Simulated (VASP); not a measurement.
# CoO (R-3m) in VASP: further runs, part 2 of 2

VASP 6.6.1. The steps go on from the part before.

## (3) Single point, PBEsol, collinear spin, ferromagnetic start

This run uses another cell than the first one, of the same volume but with other edges.

INCAR reads:

```
PREC = Accurate ; ENCUT = 520
EDIFF = 1E-6 ; ISMEAR = 0
SIGMA = 0.15 ; LREAL = F
LASPH = T ; NELM = 150
ALGO = Normal ; ISIF = 2
LWAVE = F ; LCHARG = F
ISPIN = 2 ; MAGMOM = 2.64 0.33
LORBIT = 11 ; LMAXMIX = 4
GGA = PS ; NBANDS = 18
```

KPOINTS reads:

```
regular mesh
0
Gamma
  24 24 24
```

POSCAR reads:

```
CoO
1.0
    1.4583924673      0.8420032836      2.5999915688
   -1.4583924673      0.8420032836      2.5999915688
    0.0000000000     -1.6840065672      2.5999915688
Co O
1 1
Direct
    0.0000000000      0.0000000000      0.0000000000
    0.5000000000      0.5000000000      0.5000000000
```

Potentials or basis: VASP PAW PBE potentials, release 64 (Co, O).

Run with:

```
> cat potpaw_PBE.64/Co/POTCAR potpaw_PBE.64/O/POTCAR > POTCAR
> mpirun -np 1 vasp_std > vasp.out
```

OUTCAR:

```text
PREC = Accurate
   ENCUT = 520
   EDIFF = 1E-6
   ISMEAR = 0
   LREAL = F
   LASPH = T
   NELM = 150
   ISIF = 2
   ISPIN = 2
   LORBIT = 11
   GGA = PS

 ion  position               nearest neighbor table
   1  0.000  0.000  0.000-   2 2.13   2 2.13   2 2.13   2 2.13   2 2.13   2 2.13
   2  0.500  0.500  0.500-   1 2.13   1 2.13   1 2.13   1 2.13   1 2.13   1 2.13

  LATTYP: Found a trigonal (rhomboedric) cell.
 ALAT       =     3.0977143632
 COS(alpha) =     0.5567016838

  Lattice vectors:

 A1 = (   1.4583924673,   0.8420032836,   2.5999915688)
 A2 = (  -1.4583924673,   0.8420032836,   2.5999915688)
 A3 = (   0.0000000000,  -1.6840065672,   2.5999915688)

Analysis of symmetry for initial positions (statically):
=====================================================================
 Subroutine PRICEL returns:
 Original cell was already a primitive cell.

 Routine SETGRP: Setting up the symmetry group for a
 trigonal (rhombohedral) supercell.

 Subroutine GETGRP returns: Found 12 space group operations
 (whereof 12 operations were pure point group operations)
 out of a pool of 12 trial point group operations.

The static configuration has the point symmetry D_3d.

Analysis of symmetry for dynamics (positions and initial velocities):
=====================================================================
 Subroutine PRICEL returns:
 Original cell was already a primitive cell.

 Routine SETGRP: Setting up the symmetry group for a
 trigonal (rhombohedral) supercell.

 Subroutine GETGRP returns: Found 12 space group operations
 (whereof 12 operations were pure point group operations)
 out of a pool of 12 trial point group operations.

The dynamic configuration has the point symmetry D_3d.

Analysis of structural, dynamic, and magnetic symmetry:
=====================================================================
 Subroutine PRICEL returns:
 Original cell was already a primitive cell.

[... 149 lines left out ...]
  ext. energy  EPLUGINS =         0.00000000
  ---------------------------------------------------
  free energy    TOTEN  =       -13.98287506 eV

  energy without entropy =      -13.94454772  energy(sigma->0) =      -13.96371139

 E-fermi :   7.8852     XC(G=0): -12.7176

 val. band max:        7.8851647350   @ k =  -0.4167   0.4583   0.3750
 cond. band min:       7.8854511693   @ k =  -0.4583   0.4583   0.3333
 fundamental gap:      0.0002864344
 Fermi energy:         7.8852371431

 spin component 1

 k-point     1 :       0.0000    0.0000    0.0000
  band No.  band energies     occupation
      1     -12.3503      1.00000
      2       4.2840      1.00000
      3       4.4706      1.00000
      4       4.5983      1.00000
      5       4.5983      1.00000
      6       4.9101      1.00000
[... 493 lines left out ...]
     17      32.8257      0.00000
     18      36.4318      0.00000

 [... further k-points ...]

 spin component 2

 k-point     1 :       0.0000    0.0000    0.0000
  band No.  band energies     occupation
      1     -11.8278      1.00000
      2       4.8353      1.00000
      3       5.5312      1.00000
      4       5.5312      1.00000
      5       6.4444      1.00000
      6       6.8728      1.00000
[... 493 lines left out ...]
     17      33.3503      0.00000
     18      36.8473      0.00000

 [... further k-points ...]

------------------------ aborting loop because EDIFF is reached ----------------------------------------

  FORCE on cell =-STRESS in cart. coord.  units (eV):
  Direction    XX          YY          ZZ          XY          YZ          ZX
  --------------------------------------------------------------------------------------
  -------------------------------------------------------------------------------------
  Total       -1.3137581     -1.3137581     -1.2969498      0.0000000      0.0000000      0.0000000
  in kB     -109.8789796   -109.8789796   -108.4731803      0.0000000      0.0000000      0.0000000
  external PRESSURE =    -109.4103799 kB  Pullay stress =       0.0000000 kB

 VOLUME and BASIS-vectors are now :
 -----------------------------------------------------------------------------
  energy-cutoff  :      520.00
  volume of cell :       19.16
      direct lattice vectors                 reciprocal lattice vectors
     1.458392467  0.842003284  2.599991569     0.342843241  0.197940637  0.128205544
    -1.458392467  0.842003284  2.599991569    -0.342843241  0.197940637  0.128205544
     0.000000000 -1.684006567  2.599991569     0.000000000 -0.395881275  0.128205544

 POSITION                                       TOTAL-FORCE (eV/Angst)
 -----------------------------------------------------------------------------------
      0.00000      0.00000      0.00000         0.000000      0.000000     -0.000000
      0.00000      0.00000      3.89999         0.000000      0.000000      0.000000
 -----------------------------------------------------------------------------------
    total drift:                               -0.000000      0.000000     -0.000000

  FREE ENERGIE OF THE ION-ELECTRON SYSTEM (eV)
  ---------------------------------------------------
  free  energy   TOTEN  =       -13.9828750622 eV

  energy  without entropy=      -13.9445477244  energy(sigma->0) =      -13.96371139

 total charge

# of ion       s       p       d       tot
------------------------------------------
    1        0.301   0.366   7.148   7.815
    2        1.552   3.398   0.000   4.950
--------------------------------------------------
tot          1.853   3.764   7.148  12.764

 magnetization (x)

# of ion       s       p       d       tot
------------------------------------------
    1        0.019   0.018   2.493   2.529
    2        0.029   0.276   0.000   0.305
--------------------------------------------------
tot          0.048   0.294   2.493   2.834
```

OSZICAR:

```text
N       E                     dE             d eps       ncg     rms          rms(c)
DAV:   1     0.767057658578E+02    0.76706E+02   -0.66159E+03 98186   0.959E+02
DAV:   2    -0.116957098024E+02   -0.88401E+02   -0.76058E+02 99486   0.221E+02
DAV:   3    -0.165055994757E+02   -0.48099E+01   -0.46945E+01110278   0.552E+01
DAV:   4    -0.165539897718E+02   -0.48390E-01   -0.48355E-01113194   0.526E+00
DAV:   5    -0.165550876517E+02   -0.10979E-02   -0.10977E-02115070   0.792E-01    0.153E+01
DAV:   6    -0.155004319918E+02    0.10547E+01   -0.16507E+01116350   0.626E+01    0.205E+01
DAV:   7    -0.140968283998E+02    0.14036E+01   -0.79026E+00115438   0.489E+01    0.795E+00
DAV:   8    -0.140128685922E+02    0.83960E-01   -0.38091E-01133788   0.851E+00    0.434E+00
DAV:   9    -0.139887362471E+02    0.24132E-01   -0.26950E-01132870   0.897E+00    0.260E+00
DAV:  10    -0.139894480809E+02   -0.71183E-03   -0.43162E-02136938   0.322E+00    0.131E+00
DAV:  11    -0.139825621801E+02    0.68859E-02   -0.30768E-02129552   0.286E+00    0.149E-01
DAV:  12    -0.139828607832E+02   -0.29860E-03   -0.39658E-03108936   0.450E-01    0.164E-01
DAV:  13    -0.139829561449E+02   -0.95362E-04   -0.87889E-04127868   0.461E-01    0.125E-01
DAV:  14    -0.139829010134E+02    0.55132E-04   -0.11447E-04130920   0.102E-01    0.657E-02
DAV:  15    -0.139828790438E+02    0.21970E-04   -0.69965E-05133206   0.105E-01    0.337E-02
DAV:  16    -0.139828748187E+02    0.42252E-05   -0.17457E-05140954   0.493E-02    0.857E-03
DAV:  17    -0.139828750622E+02   -0.24348E-06   -0.10089E-06 61234   0.168E-02
   1 F= -.13982875E+02 E0= -.13963711E+02  d E =-.383273E-01  mag=     2.8863
```

stdout:

```text
POSCAR found type information on POSCAR CoO
 POSCAR found :  2 types and       2 ions
 scaLAPACK will be used
 -----------------------------------------------------------------------------
|                                                                             |
|                                                                             |
|     You enforced a specific xc type in the INCAR file but a different       |
|     I HOPE YOU KNOW WHAT YOU ARE DOING!                                     |
|                                                                             |
 -----------------------------------------------------------------------------

 LDA part: xc-table for (Slater+PW92), standard interpolation
 POSCAR, INCAR and KPOINTS ok, starting setup
 FFT: planning ... GRIDC
 FFT: planning ... GRID_SOFT
 FFT: planning ... GRID
 WAVECAR not read
 entering main loop
```

It took 44 min on 1 thread of Oxide Virtual Turin-like, shared host; peak memory 0.7 GiB.

What came out:

```
Free energy                                           : -13.9829 eV
Pressure                                              : -10.9 GPa
Net moment                                            : 2.89 μB per cell
Site moments                                          : Co +2.53; O +0.30 μB
Valence electrons inside the program's atomic spheres : Co 7.82; O 4.95
```

Caveat: the cell stands under tension; the PAW data sets were made with another functional, which shifts forces and pressure a little; a cell with one magnetic atom can't hold antiferromagnetic order, which such compounds often take; semilocal functionals often make such compounds metallic where correlation or magnetic order opens a gap, which also shifts bond lengths.
